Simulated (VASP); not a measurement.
# Fe2Ge (P6_3/mmc) in VASP: notebook

Fe2Ge is run at these levels: PBEsol; tasks: single point.

Everything below comes from runs of VASP 6.6.1. Logs are shortened: lines on timing, memory, paths and dates and some standing lists are left out, and cuts for length are marked.

**1. The cell of the first run**

It takes space group P6_3/mmc (No. 194, hexagonal). Conventional cell: a = 4.057 Å, b = 4.057 Å, c = 4.915 Å, α = 90.00°, β = 90.00°, γ = 120.00°. Within 3.2 Å of Fe (site symmetry -3m) lie 8 Fe at 2.46 to 2.65 Å and 6 Ge at 2.65 Å. Within 3.1 Å of Fe (site symmetry -6m2) lie 5 Ge at 2.34 to 2.46 Å and 6 Fe at 2.65 Å. Ge (site symmetry -6m2) has 11 Fe at 2.34 to 2.65 Å within 3.1 Å.

**2. Single point, PBEsol, collinear spin, ferromagnetic start**

File INCAR:

```
  PREC = Accurate
  ENCUT = 600
  EDIFF = 1E-6
  ISMEAR = 0
  SIGMA = 0.1
  LREAL = F
  LASPH = T
  NELM = 200
  ALGO = Normal
  ISIF = 2
  LWAVE = F
  LCHARG = F
  ISPIN = 2
  MAGMOM = 2.7 2.7 1.78 1.78 0 0
  LORBIT = 11
  LMAXMIX = 4
  GGA = PS
  NBANDS = 43
  GGA_COMPAT = F
```

File KPOINTS:

```
Automatic mesh
0
Gamma
  6 6 4
```

File POSCAR:

```
Fe2Ge
1.0
    4.0573171488      0.0000000003      0.0000000000
   -2.0286585747      3.5137397220      0.0000000000
    0.0000000000      0.0000000000      4.9148762341
Fe Ge
4 2
Direct
    0.0000000000      0.0000000000      0.0000000000
    0.0000000000      0.0000000000      0.5000000000
    0.6666666667      0.3333333333      0.7500000000
    0.3333333333      0.6666666667      0.2500000000
    0.6666666667      0.3333333333      0.2500000000
    0.3333333333      0.6666666667      0.7500000000
```

Potentials or basis: VASP PAW PBE potentials, release 64 (Fe, Ge_d).

Launch:

```
cat potpaw_PBE.64/Fe/POTCAR potpaw_PBE.64/Ge_d/POTCAR > POTCAR
mpirun -np 1 vasp_std > vasp.out
```

OUTCAR:

```text
PREC = Accurate
   ENCUT = 600
   EDIFF = 1E-6
   ISMEAR = 0
   LREAL = F
   LASPH = T
   NELM = 200
   ISIF = 2
   ISPIN = 2
   LORBIT = 11
   GGA = PS

 ion  position               nearest neighbor table
   1  0.000  0.000  0.000-   2 2.46   2 2.46   4 2.65   5 2.65   6 2.65   3 2.65   3 2.65   5 2.65
                             4 2.65   6 2.65   3 2.65   5 2.65   4 2.65   6 2.65
   2  0.000  0.000  0.500-   1 2.46   1 2.46   4 2.65   5 2.65   6 2.65   3 2.65   3 2.65   5 2.65
                             4 2.65   6 2.65   3 2.65   5 2.65   4 2.65   6 2.65
   3  0.667  0.333  0.750-   6 2.34   6 2.34   6 2.34   5 2.46   5 2.46   1 2.65   2 2.65   1 2.65
                             2 2.65   1 2.65   2 2.65
   4  0.333  0.667  0.250-   5 2.34   5 2.34   5 2.34   6 2.46   6 2.46   1 2.65   2 2.65   2 2.65
                             1 2.65   2 2.65   1 2.65
   5  0.667  0.333  0.250-   4 2.34   4 2.34   4 2.34   3 2.46   3 2.46   1 2.65   2 2.65   1 2.65
                             2 2.65   1 2.65   2 2.65
   6  0.333  0.667  0.750-   3 2.34   3 2.34   3 2.34   4 2.46   4 2.46   1 2.65   2 2.65   2 2.65
                             1 2.65   2 2.65   1 2.65

  LATTYP: Found a hexagonal cell.
 ALAT       =     4.0573171488
 C/A-ratio  =     1.2113611172

  Lattice vectors:

 A1 = (   4.0573171488,   0.0000000003,   0.0000000000)
 A2 = (  -2.0286585747,   3.5137397220,   0.0000000000)
 A3 = (   0.0000000000,   0.0000000000,   4.9148762341)

Analysis of symmetry for initial positions (statically):
=====================================================================
 Subroutine PRICEL returns:
 Original cell was already a primitive cell.

 Routine SETGRP: Setting up the symmetry group for a
 hexagonal supercell.

 Subroutine GETGRP returns: Found 24 space group operations
 (whereof 12 operations were pure point group operations)
 out of a pool of 24 trial point group operations.

The static configuration has the point symmetry D_3d.
 The point group associated with its full space group is D_6h.

Analysis of symmetry for dynamics (positions and initial velocities):
=====================================================================
 Subroutine PRICEL returns:
 Original cell was already a primitive cell.

 Routine SETGRP: Setting up the symmetry group for a
 hexagonal supercell.

 Subroutine GETGRP returns: Found 24 space group operations
 (whereof 12 operations were pure point group operations)
 out of a pool of 24 trial point group operations.

The dynamic configuration has the point symmetry D_3d.
 The point group associated with its full space group is D_6h.

Analysis of structural, dynamic, and magnetic symmetry:
=====================================================================
 Subroutine PRICEL returns:
 Original cell was already a primitive cell.

 Routine SETGRP: Setting up the symmetry group for a
 hexagonal supercell.

 Subroutine GETGRP returns: Found 24 space group operations
 (whereof 12 operations were pure point group operations)
 out of a pool of 24 trial point group operations.

The overall configuration has the point symmetry D_3d.
 The point group associated with its full space group is D_6h.

 Subroutine INISYM returns: Found 24 space group operations
 (whereof 12 operations are pure point group operations),
 and found     1 'primitive' translations

----------------------------------------------------------------------------------------

                                     Primitive cell

  volume of cell :      70.0682

  direct lattice vectors                    reciprocal lattice vectors
     4.057317149  0.000000000  0.000000000     0.246468285  0.142298531  0.000000000
    -2.028658575  3.513739722  0.000000000    -0.000000000  0.284597062  0.000000000
     0.000000000  0.000000000  4.914876234     0.000000000  0.000000000  0.203463923

  length of vectors
     4.057317149  4.057317149  4.914876234     0.284597062  0.284597062  0.203463923

  position of ions in fractional coordinates (direct lattice)
     0.000000000  0.000000000  0.000000000
     0.000000000  0.000000000  0.500000000
     0.666666667  0.333333333  0.750000000
     0.333333333  0.666666667  0.250000000
     0.666666667  0.333333333  0.250000000
     0.333333333  0.666666667  0.750000000

  ion indices of the primitive-cell ions
   primitive index   ion index
[... 56 lines left out ...]
   k-points           NKPTS =     21   k-points in BZ     NKDIM =     21   number of bands    NBANDS=     43
   number of dos      NEDOS =    301   number of ions     NIONS =      6
   total plane-waves  NPLWV =  40960
   dimension x,y,z NGX =    32 NGY =   32 NGZ =   40
   dimension x,y,z NGXF=    64 NGYF=   64 NGZF=   80
   ions per type =               4   2
   NGX,Y,Z   is equivalent  to a cutoff of  13.11, 13.11, 13.53 a.u.
   NGXF,Y,Z  is equivalent  to a cutoff of  26.22, 26.22, 27.06 a.u.
 SYSTEM =  unknown system
   PREC   = accura    normal or accurate (medium, high low for compatibility)
   ISTART =      0    job   : 0-new  1-cont  2-samecut
   ICHARG =      2    charge: 1-file 2-atom 10-const
   ISPIN  =      2    spin polarized calculation?
   LNONCOLLINEAR =      F non collinear calculations
   LSORBIT =      F    spin-orbit coupling
   LASPH  =      T    aspherical Exc in radial PAW
   ENCUT  =  600.0 eV  44.10 Ry    6.64 a.u.   8.10  8.10  9.82*2*pi/ulx,y,z
   NELM   =    200;   NELMIN=  2; NELMDL= -5     # of ELM steps
   EDIFF  = 0.1E-05   stopping-criterion for ELM
   LREAL  =      F    real-space projection
   EDIFFG = 0.1E-04   stopping-criterion for IOM
   NSW    =      0    number of steps for IOM
   IBRION =     -1    ionic relax: 0-MD 1-quasi-New 2-CG
   NFREE  =      0    steps in history (QN), initial steepest desc. (CG)
   ISIF   =      2    stress and relaxation
   ISYM   =      2    0-nonsym 1-usesym 2-fastsym
   POTIM  = 0.5000    time-step for ionic-motion
   TEBEG  =    0.0;   TEEND  =   0.0 temperature during run
   PSTRESS=    0.0 pullay stress
   NELECT =      60.0000    total number of electrons
   NUPDOWN=      -1.0000    fix difference up-down
   EMIN   =  10.00;   EMAX   =-10.00  energy-range for DOS
   EFERMI =   0.00;   METHOD = LEGACY
   ISMEAR =     0;   SIGMA  =   0.10  broadening in eV -4-tet -1-fermi 0-gaus
   EFERMI_NEDOS =   21; number of points for ismear=-14 and -15
   IALGO  =     38    algorithm
   IMIX   =      4    mixing-type and parameters
     AMIX     =   0.40;   BMIX     =  1.00
     AMIX_MAG =   1.60;   BMIX_MAG =  1.00
  volume/ion in A,a.u.               =      11.68        78.81
  Fermi-wavevector in a.u.,A,eV,Ry     =   1.554598  2.937765 32.882234  2.416776
  Thomas-Fermi vector in A             =   2.658661
   LORBIT       =     11    0 simple, 1 ext, 2 COOP (PROOUT), +10 PAW based schemes
   GGA     = PS    functional components
   LHFCALC =     F    Hartree Fock is set to
   AEXX    =    0.0000 exact exchange contribution
   IVDW    =     0    specifies the selected vdW correction
   LEPSILON=     F    determine dielectric tensor
   LRPA    =     F    only Hartree local field effects (RPA)
 spin polarized calculation
 Gauss-broadening in eV      SIGMA  =   0.10
  energy-cutoff  :      600.00
  volume of cell :       70.07
 maximum number of plane-waves:      2360
   NGX = 17   NGY = 17   NGZ = 19

 number of electron      60.0000008 magnetization       6.9930086

 Free energy of the ion-electron system (eV)
  ---------------------------------------------------
  ext. energy  EPLUGINS =         0.00000000
  ---------------------------------------------------
  free energy    TOTEN  =       -46.13739400 eV

  energy without entropy =      -46.10508176  energy(sigma->0) =      -46.12123788

 E-fermi :   8.1389     XC(G=0): -13.4332

 val. band max:        8.1270255894   @ k =   0.5000   0.0000   0.2500
 cond. band min:       8.1547440559   @ k =   0.3333   0.0000   0.0000
 fundamental gap:      0.0277184666
 Fermi energy:         8.1388880329

 spin component 1

 k-point     1 :       0.0000    0.0000    0.0000
  band No.  band energies     occupation
      1     -16.4757      1.00000
      2     -16.4684      1.00000
      3     -16.4433      1.00000
      4     -16.4433      1.00000
      5     -16.4207      1.00000
      6     -16.4207      1.00000
[... 934 lines left out ...]
     41      16.3798      0.00000
     42      16.3798      0.00000
 Fermi energy:         8.1388880329

 spin component 2

 k-point     1 :       0.0000    0.0000    0.0000
  band No.  band energies     occupation
      1     -16.4869      1.00000
      2     -16.4797      1.00000
      3     -16.4589      1.00000
      4     -16.4589      1.00000
      5     -16.4299      1.00000
      6     -16.4299      1.00000
[... 934 lines left out ...]
     41      16.8961      0.00000
     42      16.8961      0.00000
 [bands above 42 left out]

------------------------ aborting loop because EDIFF is reached ----------------------------------------

  FORCE on cell =-STRESS in cart. coord.  units (eV):
  Direction    XX          YY          ZZ          XY          YZ          ZX
  --------------------------------------------------------------------------------------
  -------------------------------------------------------------------------------------
  Total        0.0343568      0.0343568      0.0272069     -0.0000000      0.0000000     -0.0000000
  in kB        0.7856024      0.7856024      0.6221112     -0.0000000      0.0000000     -0.0000000
  external PRESSURE =       0.7311053 kB  Pullay stress =       0.0000000 kB

 VOLUME and BASIS-vectors are now :
 -----------------------------------------------------------------------------
  energy-cutoff  :      600.00
  volume of cell :       70.07
      direct lattice vectors                 reciprocal lattice vectors
     4.057317149  0.000000000  0.000000000     0.246468285  0.142298531  0.000000000
    -2.028658575  3.513739722  0.000000000    -0.000000000  0.284597062  0.000000000
     0.000000000  0.000000000  4.914876234     0.000000000  0.000000000  0.203463923

 POSITION                                       TOTAL-FORCE (eV/Angst)
 -----------------------------------------------------------------------------------
      0.00000      0.00000      0.00000        -0.000000     -0.000000      0.000000
      0.00000      0.00000      2.45744        -0.000000     -0.000000      0.000000
      2.02866      1.17125      3.68616        -0.000000     -0.000000      0.000000
     -0.00000      2.34249      1.22872         0.000000      0.000000      0.000000
      2.02866      1.17125      1.22872        -0.000000     -0.000000      0.000000
     -0.00000      2.34249      3.68616         0.000000      0.000000      0.000000
 -----------------------------------------------------------------------------------
    total drift:                               -0.000000     -0.000000      0.000000

  FREE ENERGIE OF THE ION-ELECTRON SYSTEM (eV)
  ---------------------------------------------------
  free  energy   TOTEN  =       -46.1373939974 eV

  energy  without entropy=      -46.1050817610  energy(sigma->0) =      -46.12123788

 total charge

# of ion       s       p       d       tot
------------------------------------------
    1        0.412   0.520   6.303   7.235
    2        0.412   0.520   6.303   7.235
    3        0.437   0.533   6.544   7.515
    4        0.437   0.533   6.544   7.515
    5        1.091   1.359  10.134  12.584
    6        1.091   1.359  10.134  12.584
--------------------------------------------------
tot          3.880   4.824  45.962  54.666

 magnetization (x)

# of ion       s       p       d       tot
------------------------------------------
    1       -0.000   0.005   2.243   2.248
    2       -0.000   0.005   2.243   2.248
    3        0.007   0.001   1.298   1.306
    4        0.007   0.001   1.298   1.306
    5       -0.005  -0.074   0.007  -0.072
    6       -0.005  -0.074   0.007  -0.072
--------------------------------------------------
tot          0.004  -0.136   7.096   6.964
```

Run time: 3.3 min. Hardware: 1 thread of Oxide Virtual Turin-like, shared host; peak memory 0.26 GiB.

What came out:

```yaml
Free_energy: -46.1374 eV
Pressure: 0.1 GPa
Net_moment: 6.99 μB per cell
Site_moments: Fe +2.25, +1.31 (each value once); Ge -0.07 μB
Valence_electrons_inside_the_program's_atomic_spheres: Fe 7.24, 7.51 (each value once); Ge 12.58
```

Levels at points of the mesh, in eV from the Fermi level:
Spin up:
| k point | band 31 | band 32 | band 33 | band 34 | band 35 | band 36 | band 37 | band 38 |
| --- | --- | --- | --- | --- | --- | --- | --- | --- |
| (0.00, 0.00, 0.00) | -0.57 | -0.36 | 0.23 | 2.39 | 2.89 | 2.89 | 2.99 | 3.22 |
| (0.50, 0.00, 0.00) | -1.24 | -0.85 | -0.50 | -0.49 | -0.40 | 1.22 | 1.99 | 3.60 |
| (0.00, 0.00, 0.50) | -0.88 | -0.88 | 1.70 | 1.70 | 3.51 | 3.51 | 3.51 | 3.51 |
| (0.50, 0.00, 0.50) | -1.34 | -1.34 | -0.54 | -0.54 | 1.23 | 1.23 | 2.89 | 2.89 |
Spin down:
```
           k point  band 22  band 23  band 24  band 25  band 26  band 27  band 28  band 29  band 30  band 31
(0.00, 0.00, 0.00)    -2.26    -0.31    -0.31    -0.20     0.52     0.57     0.57     0.76     0.76     1.25
(0.50, 0.00, 0.00)    -1.56    -1.01    -0.88    -0.81    -0.81    -0.22     0.11     0.38     0.54     0.60
(0.00, 0.00, 0.50)    -2.02    -0.52    -0.52     0.43     0.43     0.43     0.43     0.67     0.67     0.67
(0.50, 0.00, 0.50)    -1.72    -1.02    -1.02    -0.50    -0.50     0.05     0.05     0.06     0.06     0.63
```

Caveat: the PAW data sets were made with another functional, which shifts forces and pressure a little.

**3. Single point, PBEsol, collinear spin, ferromagnetic start**

This run uses another cell than the first one, of 12.35 Å³/atom.

File INCAR:

```
SYSTEM = Fe2Ge
PREC     = Accurate       ! precision mode
ENCUT    = 600            ! plane-wave cutoff, eV
EDIFF    = 1E-6           ! SCF threshold, eV
ISMEAR   = 0              ! smearing method
SIGMA    = 0.1            ! smearing width, eV
LREAL    = .False.        ! projectors in reciprocal space
LASPH    = .True.         ! aspherical terms in the spheres
NELM     = 200            ! most SCF steps
ALGO     = Normal         ! electronic algorithm
ISIF     = 2              ! what is computed and relaxed
LWAVE    = .False.        ! write WAVECAR
LCHARG   = .False.        ! write CHGCAR
ISPIN    = 2              ! spin polarisation
MAGMOM   = 2.5 2.5 2.5 2.5 0 0 ! initial moments
LORBIT   = 11             ! projections on sites
LMAXMIX  = 4              ! l up to which the mixer works
GGA      = PS             ! functional
NBANDS   = 43             ! bands
GGA_COMPAT= .False.
```

File KPOINTS:

```
Automatic mesh
0
Gamma
  6 6 4
  0 0 0
```

File POSCAR:

```
Fe2Ge
1.0
    4.1328681390      0.0000000000      0.0000000000
   -2.0664340700      3.5791687990      0.0000000000
    0.0000000000      0.0000000000      5.0087520000
Fe Ge
4 2
Direct
    0.0000000000      0.0000000000      0.0000000000
    0.0000000000      0.0000000000      0.5000000000
    0.6666666700      0.3333333300      0.7500000000
    0.3333333300      0.6666666700      0.2500000000
    0.6666666700      0.3333333300      0.2500000000
    0.3333333300      0.6666666700      0.7500000000
```

Potentials or basis: VASP PAW PBE potentials, release 64 (Fe, Ge_d).

Launch:

```
cat potpaw_PBE.64/Fe/POTCAR potpaw_PBE.64/Ge_d/POTCAR > POTCAR
mpirun -np 1 vasp_std > vasp.out
```

Run time: 4 min. Hardware: 1 thread of Oxide Virtual Turin-like, shared host; peak memory 0.29 GiB.

The run converged. Its results:

* Free energy: -46.0437 eV
* Pressure: -7.8 GPa
* Net moment: 8.04 μB per cell
* Site moments: Fe +2.45, +1.64 (each value once); Ge -0.08 μB
* Valence electrons inside the program's atomic spheres: Fe 7.12, 7.38 (each value once); Ge 12.51

Stress tensor (GPa, compression positive):
```
-7.89  0.00  0.00
 0.00 -7.89  0.00
 0.00  0.00 -7.66
```

Levels at points of the mesh, in eV from the Fermi level:
Spin up:
```tsv
k point	band 31	band 32	band 33	band 34	band 35	band 36	band 37	band 38
(0.00, 0.00, 0.00)	-0.77	-0.57	0.03	2.01	2.58	2.58	2.82	2.93
(0.50, 0.00, 0.00)	-1.38	-1.02	-0.72	-0.68	-0.59	0.84	1.73	3.22
(0.00, 0.00, 0.50)	-1.07	-1.07	1.32	1.32	3.20	3.20	3.20	3.20
(0.50, 0.00, 0.50)	-1.47	-1.47	-0.74	-0.74	0.97	0.97	2.50	2.50
```
Spin down:
| k point | band 23 | band 24 | band 25 | band 26 | band 27 | band 28 | band 29 | band 30 |
| --- | --- | --- | --- | --- | --- | --- | --- | --- |
| (0.00, 0.00, 0.00) | -0.11 | -0.11 | -0.05 | 0.53 | 0.69 | 0.69 | 0.89 | 0.89 |
| (0.50, 0.00, 0.00) | -0.78 | -0.68 | -0.66 | -0.63 | -0.07 | 0.19 | 0.48 | 0.68 |
| (0.00, 0.00, 0.50) | -0.41 | -0.41 | 0.56 | 0.56 | 0.56 | 0.56 | 0.78 | 0.78 |
| (0.50, 0.00, 0.50) | -0.80 | -0.80 | -0.31 | -0.31 | 0.19 | 0.19 | 0.21 | 0.21 |

Caveat: the cell stands under tension; the PAW data sets were made with another functional, which shifts forces and pressure a little.
